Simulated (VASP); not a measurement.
Input of a VASP 6.6.1 run:

The input INCAR:

```
SYSTEM = WSe
PREC = Accurate ; ENCUT = 520
EDIFF = 1E-7 ; ISMEAR = 0
SIGMA = 0.1 ; LREAL = .FALSE.
LASPH = .TRUE. ; NELM = 150
ALGO = Normal ; ISIF = 2
LWAVE = .FALSE. ; LCHARG = .FALSE.
ISPIN = 2 ; MAGMOM = 0.36 -0.01
LORBIT = 11 ; NUPDOWN = 0.5
LMAXMIX = 4 ; GGA = PE
NBANDS = 21
```

KPOINTS

```
regular mesh
0
G
  12 12 12
  0 0 0
```

POSCAR

```
WSe
1.0
    0.0000000000      2.8388663756      2.8388663756
    2.8388663756      0.0000000000      2.8388663756
    2.8388663756      2.8388663756      0.0000000000
W Se
1 1
Direct
    0.0000000000      0.0000000000      0.0000000000
    0.2500000000      0.2500000000      0.2500000000
```

Potentials or basis: VASP PAW PBE potentials, release 64 (W_sv, Se).

Command:

```sh
$ cat potpaw_PBE.64/W_sv/POTCAR potpaw_PBE.64/Se/POTCAR > POTCAR
$ mpirun -np 1 vasp_std > vasp.out
```

Estimate the pressure.

-1.2 GPa.

Caveat: the total moment is fixed, so each spin has its own Fermi level.
